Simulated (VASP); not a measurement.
Here is a VASP 6.6.1 calculation.

Contents of INCAR:

```
  ALGO = Normal
  EDIFF = 1E-6
  ENCUT = 520
  GGA = PE
  ISIF = 2
  ISMEAR = 0
  ISPIN = 2
  LASPH = True
  LCHARG = True
  LELF = True
  LMAXMIX = 4
  LORBIT = 11
  LREAL = False
  LVHAR = True
  LWAVE = False
  MAGMOM = 3.58 3.58 0 0
  NBANDS = 30
  NELM = 150
  PREC = Accurate
  SIGMA = 0.05
```

KPOINTS

```
k-points
0
Gamma
  12 12 8
```

File POSCAR:

```
MnSb
1.0
    4.0701387796      0.0000000000      0.0000000000
   -2.0350693898      3.5248435801      0.0000000000
    0.0000000000      0.0000000000      5.5595182370
Mn Sb
2 2
Direct
    0.0000000000      0.0000000000      0.0000000000
    0.0000000000      0.0000000000      0.5000000000
    0.3333333333      0.6666666667      0.2500000000
    0.6666666667      0.3333333333      0.7500000000
```

Potentials or basis: VASP PAW PBE potentials, release 64 (Mn_pv, Sb).

Run with:

```bash
$ cat potpaw_PBE.64/Mn_pv/POTCAR potpaw_PBE.64/Sb/POTCAR > POTCAR
$ mpirun -np 1 vasp_std > vasp.out
```

**Question.** Predict the site moments.

**Answer.** Mn +3.16; Sb -0.12 μB.

**Question.** Predict the pressure.

**Answer.** 1.0 GPa.

**Question.** Estimate the net moment.

**Answer.** 6.24 μB per cell.
